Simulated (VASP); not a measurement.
Runs of VASP 6.6.1 on NaCl. The structure is that of space group Fm-3m (No. 225), or close to it. The cells are those of the table. 

```tsv
task	cell	cutoff (eV)	gap on the mesh (eV)	pressure (GPa)
single point	a = 3.673 Å, angles 60.0, 60.0, 90.0°, 2 atoms	520	(a)	10.1
relaxation of cell and atoms	relaxed to 2 GPa from a = 3.961 Å, angles 60.0, 60.0, 90.0°, 2 atoms	600	5.26	2.0
single point	a = 3.594 Å, angles 60.0, 60.0, 90.0°, 2 atoms	520	6.39	15.2
relaxation of cell and atoms	relaxed to -2 GPa from a = 3.961 Å, angles 60.0, 60.0, 90.0°, 2 atoms	600	4.67	-2.0
single point	a = 3.733 Å, angles 60.0, 60.0, 90.0°, 2 atoms	520	5.78	7.1
single point	a = 4.090 Å, angles 60.0, 60.0, 90.0°, 2 atoms	520	4.67	-2.0
single point	a = 3.875 Å, angles 60.0, 60.0, 90.0°, 2 atoms	520	5.27	2.0
single point	a = 3.809 Å, angles 60.0, 60.0, 90.0°, 2 atoms	520	(b)	(c)
```

Alike in all rows: level PBEsol; potentials or basis VASP PAW PBE potentials, release 64 (Na_pv, Cl); no spin polarisation; k mesh 8 × 8 × 8; smearing gaussian 0.01 eV.

Fill in the values left out.

(a) 6.03; (b) 5.49; (c) 4.1.

Caveats: the PAW data sets were made with another functional, which shifts forces and pressure a little; the cell stands under pressure (at least some runs); the cell is relaxed towards a set pressure, so the run minimises the enthalpy, not the energy (at least some runs).

A k mesh can miss the band edges.
